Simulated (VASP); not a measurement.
# MgS (P6_3/mmc) in VASP: settings compared, part 2 of 2

VASP 6.6.1.

## 4. Single point, r2SCAN

This run uses another cell than the first one, of 21.11 Å³/atom, 0.943 times its volume.

Input file POSCAR:

```
MgS
1.0
    4.2955415878      0.0000000000      0.0000000000
   -2.1477707939      3.7200481381      0.0000000000
    0.0000000000      0.0000000000      5.2850910786
Mg S
2 2
Direct
    0.3333333333      0.6666666667      0.2500000000
    0.6666666667      0.3333333333      0.7500000000
    0.6666666667      0.3333333333      0.2500000000
    0.3333333333      0.6666666667      0.7500000000
```

Input file INCAR.step1:

```
SYSTEM = MgS
PREC = Accurate
ENCUT = 520
ISMEAR = 0
SIGMA = 0.01
LREAL = .False.
LASPH = .True.
NELM = 60
NBANDS = 16
GGA = PE
ALGO = Normal
EDIFF = 1E-4
LWAVE = .True.
LCHARG = .False.
```

Input file INCAR.step2:

```
SYSTEM = MgS
PREC = Accurate
ENCUT = 520
EDIFF = 1E-7
ISMEAR = 0
SIGMA = 0.01
LREAL = .False.
LASPH = .True.
NELM = 60
ALGO = Normal
ISIF = 2
LWAVE = .False.
LCHARG = .True.
METAGGA = R2SCAN
LMIXTAU = .True.
LELF = .True.
LVHAR = .True.
NBANDS = 16
ISTART = 1
```

Input file KPOINTS:

```
regular mesh
0
Gamma
  12 12 6
  0 0 0
```

Potentials or basis: VASP PAW PBE potentials, release 64 (Mg, S).

Command:

```sh
$ cat potpaw_PBE.64/Mg/POTCAR potpaw_PBE.64/S/POTCAR > POTCAR
$ cp INCAR.step1 INCAR
$ mpirun -np 1 vasp_std > vasp.out
$ cp INCAR.step2 INCAR
$ mpirun -np 1 vasp_std > vasp.out
```

OUTCAR:

```text
SYSTEM = MgS
   PREC = Accurate
   ENCUT = 520
   EDIFF = 1E-7
   ISMEAR = 0
   LREAL = .False.
   LASPH = .True.
   NELM = 60
   ISIF = 2
   METAGGA = R2SCAN
   ISTART = 1

 ion  position               nearest neighbor table
   1  0.333  0.667  0.250-   3 2.48   3 2.48   3 2.48   4 2.64   4 2.64   2 3.62   2 3.62   2 3.62
                             2 3.62   2 3.62   2 3.62
   2  0.667  0.333  0.750-   4 2.48   4 2.48   4 2.48   3 2.64   3 2.64   1 3.62   1 3.62   1 3.62
                             1 3.62   1 3.62   1 3.62
   3  0.667  0.333  0.250-   1 2.48   1 2.48   1 2.48   2 2.64   2 2.64
   4  0.333  0.667  0.750-   2 2.48   2 2.48   2 2.48   1 2.64   1 2.64

  LATTYP: Found a hexagonal cell.
 ALAT       =     4.2955415878
 C/A-ratio  =     1.2303666419

  Lattice vectors:

 A1 = (   4.2955415878,   0.0000000000,   0.0000000000)
 A2 = (  -2.1477707939,   3.7200481381,   0.0000000000)
 A3 = (   0.0000000000,   0.0000000000,   5.2850910786)

Analysis of symmetry for initial positions (statically):
=====================================================================
 Subroutine PRICEL returns:
 Original cell was already a primitive cell.

 Routine SETGRP: Setting up the symmetry group for a
 hexagonal supercell.

 Subroutine GETGRP returns: Found 24 space group operations
 (whereof 12 operations were pure point group operations)
 out of a pool of 24 trial point group operations.

The static configuration has the point symmetry D_3d.
 The point group associated with its full space group is D_6h.

Analysis of symmetry for dynamics (positions and initial velocities):
=====================================================================
 Subroutine PRICEL returns:
 Original cell was already a primitive cell.

[... 125 lines left out ...]
   EMIN   =  10.00;   EMAX   =-10.00  energy-range for DOS
   EFERMI =   0.00;   METHOD = LEGACY
   ISMEAR =     0;   SIGMA  =   0.01  broadening in eV -4-tet -1-fermi 0-gaus
   EFERMI_NEDOS =   21; number of points for ismear=-14 and -15
   IALGO  =     38    algorithm
   IMIX   =      4    mixing-type and parameters
     AMIX     =   0.40;   BMIX     =  1.00
     AMIX_MAG =   1.60;   BMIX_MAG =  1.00
  volume/ion in A,a.u.               =      21.11       142.48
  Fermi-wavevector in a.u.,A,eV,Ry     =   0.940247  1.776809 12.028420  0.884064
  Thomas-Fermi vector in A             =   2.067639
   LORBIT       =      0    0 simple, 1 ext, 2 COOP (PROOUT), +10 PAW based schemes
   METAGGA = R2SCAN    functional components
   LHFCALC =     F    Hartree Fock is set to
   AEXX    =    0.0000 exact exchange contribution
   IVDW    =     0    specifies the selected vdW correction
   LEPSILON=     F    determine dielectric tensor
   LRPA    =     F    only Hartree local field effects (RPA)
 non-spin polarized calculation
 Gauss-broadening in eV      SIGMA  =   0.01
  energy-cutoff  :      520.00
  volume of cell :       84.45
 maximum number of plane-waves:      2304
 NGX is ok and might be reduce to    32
   NGX = 15   NGY = 15   NGZ = 19

 number of electron      16.0000001 magnetization

 Free energy of the ion-electron system (eV)
  ---------------------------------------------------
  ext. energy  EPLUGINS =         0.00000000
  ---------------------------------------------------
  free energy    TOTEN  =       -30.83109470 eV

  energy without entropy =      -30.83109470  energy(sigma->0) =      -30.83109470

 E-fermi :   2.2027     XC(G=0):  -9.0968

 val. band max:        2.1413350027   @ k =   0.0000   0.0000   0.0000
 cond. band min:       5.7731608131   @ k =   0.0000   0.0000   0.0000
 fundamental gap:      3.6318258105
 Fermi energy:         2.2027182371

 k-point     1 :       0.0000    0.0000    0.0000
  band No.  band energies     occupation
      1     -10.7183      2.00000
      2      -9.1997      2.00000
      3      -1.8017      2.00000
      4       0.0595      2.00000
      5       0.0595      2.00000
      6       1.2266      2.00000
[... 433 lines left out ...]
      3      -1.6854      2.00000
      4      -0.7068      2.00000
      5      -0.3696      2.00000
      6      -0.2348      2.00000
[... 8 lines left out ...]
     15      11.1697      0.00000
     16      12.4129      0.00000

 [... further k-points ...]
[... 5 lines left out ...]
  --------------------------------------------------------------------------------------
  -------------------------------------------------------------------------------------
  Total       -0.1977930     -0.1977930     -0.1579822      0.0000000     -0.0000000      0.0000000
  in kB       -3.7523430     -3.7523430     -2.9970903      0.0000000     -0.0000000      0.0000000
  external PRESSURE =      -3.5005921 kB  Pullay stress =       0.0000000 kB

 VOLUME and BASIS-vectors are now :
 -----------------------------------------------------------------------------
  energy-cutoff  :      520.00
  volume of cell :       84.45
      direct lattice vectors                 reciprocal lattice vectors
     4.295541588  0.000000000  0.000000000     0.232799515  0.134406863  0.000000000
    -2.147770794  3.720048138  0.000000000     0.000000000  0.268813726  0.000000000
     0.000000000  0.000000000  5.285091079     0.000000000  0.000000000  0.189211498

 POSITION                                       TOTAL-FORCE (eV/Angst)
 -----------------------------------------------------------------------------------
     -0.00000      2.48003      1.32127         0.000000     -0.000000      0.000000
      2.14777      1.24002      3.96382        -0.000000      0.000000      0.000000
      2.14777      1.24002      1.32127        -0.000000     -0.000000      0.000000
     -0.00000      2.48003      3.96382        -0.000000      0.000000      0.000000
 -----------------------------------------------------------------------------------
    total drift:                               -0.000000      0.000000      0.000000

  FREE ENERGIE OF THE ION-ELECTRON SYSTEM (eV)
  ---------------------------------------------------
  free  energy   TOTEN  =       -30.8310947015 eV

  energy  without entropy=      -30.8310947015  energy(sigma->0) =      -30.83109470
```

OUTCAR.step1:

```text
SYSTEM = MgS
   PREC = Accurate
   ENCUT = 520
   ISMEAR = 0
   LREAL = .False.
   LASPH = .True.
   NELM = 60
[... 689 lines left out ...]
      2.14777      1.24002      3.96382         0.000000     -0.000000      0.000000
      2.14777      1.24002      1.32127        -0.000000      0.000000     -0.000000
     -0.00000      2.48003      3.96382         0.000000     -0.000000     -0.000000
 -----------------------------------------------------------------------------------
    total drift:                               -0.000000      0.000000      0.000000

  FREE ENERGIE OF THE ION-ELECTRON SYSTEM (eV)
  ---------------------------------------------------
  free  energy   TOTEN  =       -16.8758880033 eV

  energy  without entropy=      -16.8758880033  energy(sigma->0) =      -16.87588800
```

OSZICAR.step1:

```text
N       E                     dE             d eps       ncg     rms          rms(c)
DAV:   1     0.615212755858E+02    0.61521E+02   -0.59911E+03  2432   0.813E+02
DAV:   2    -0.122490385475E+02   -0.73770E+02   -0.66038E+02  3456   0.137E+02
DAV:   3    -0.178123780989E+02   -0.55633E+01   -0.55393E+01  3224   0.415E+01
DAV:   4    -0.178764069751E+02   -0.64029E-01   -0.64017E-01  3072   0.543E+00
DAV:   5    -0.178776109163E+02   -0.12039E-02   -0.12039E-02  3216   0.756E-01    0.609E+00
DAV:   6    -0.169516541921E+02    0.92596E+00   -0.13430E+00  2688   0.540E+00    0.468E+00
DAV:   7    -0.168664525214E+02    0.85202E-01   -0.40316E-01  3136   0.300E+00    0.332E+00
DAV:   8    -0.168775064142E+02   -0.11054E-01   -0.38870E-02  2864   0.127E+00    0.197E+00
DAV:   9    -0.168753790451E+02    0.21274E-02   -0.37941E-03  2888   0.418E-01    0.410E-01
DAV:  10    -0.168758794014E+02   -0.50036E-03   -0.16699E-03  3104   0.188E-01    0.125E-01
DAV:  11    -0.168758880033E+02   -0.86018E-05   -0.15045E-04  2528   0.661E-02
   1 F= -.16875888E+02 E0= -.16875888E+02  d E =-.107413E-18
```

It took 3.7 min on 1 thread of Intel Xeon 6975P-C, shared host; peak memory 0.27 GiB.

What came out:

```
Free energy            : -30.8311 eV
Pressure               : -0.4 GPa
Band gap on the k mesh : 3.63 eV, direct
```

Stress tensor (GPa, compression positive):
```
-0.38  0.00  0.00
 0.00 -0.38  0.00
 0.00  0.00 -0.30
```

Levels at points of the mesh, in eV from the valence-band top:
```tsv
k point	band 5	band 6	band 7	band 8	band 9	band 10	band 11	band 12
(0.00, 0.00, 0.00)	-2.08	-0.91	-0.91	0.00	3.63	3.64	6.58	6.58
(0.50, 0.00, 0.00)	-2.73	-2.54	-1.63	-0.83	3.85	5.98	6.58	7.02
(0.00, 0.00, 0.50)	-1.53	-1.53	-1.53	-1.53	5.19	5.19	6.51	6.51
(0.50, 0.00, 0.50)	-1.94	-1.94	-0.86	-0.86	4.99	4.99	7.08	7.08
```

Caveat: the PAW data sets were made with another functional, which shifts forces and pressure a little. A k mesh can miss the band edges.

## 5. Overview

| level | cell | k mesh | gap on the mesh (eV) | pressure (GPa) |
| --- | --- | --- | --- | --- |
| r2SCAN | a = 4.380, b = 4.380, c = 5.389 Å, angles 90.0, 90.0, 120.0°, 4 atoms | 6 × 6 × 4 | 3.36 | -3.7 |
| PBE | a = 4.296, b = 4.296, c = 5.285 Å, angles 90.0, 90.0, 120.0°, 4 atoms | 12 × 12 × 6 | 3.00 | 0.9 |
| r2SCAN | a = 4.296, b = 4.296, c = 5.285 Å, angles 90.0, 90.0, 120.0°, 4 atoms | 12 × 12 × 6 | 3.63 | -0.4 |

Alike in all rows: task single point; potentials or basis VASP PAW PBE potentials, release 64 (Mg, S); no spin polarisation; cutoff (eV) 520; smearing gaussian 0.01 eV.

Caveats: the PAW data sets were made with another functional, which shifts forces and pressure a little (some runs).

Absolute energies hang on the potentials; compare differences alone.
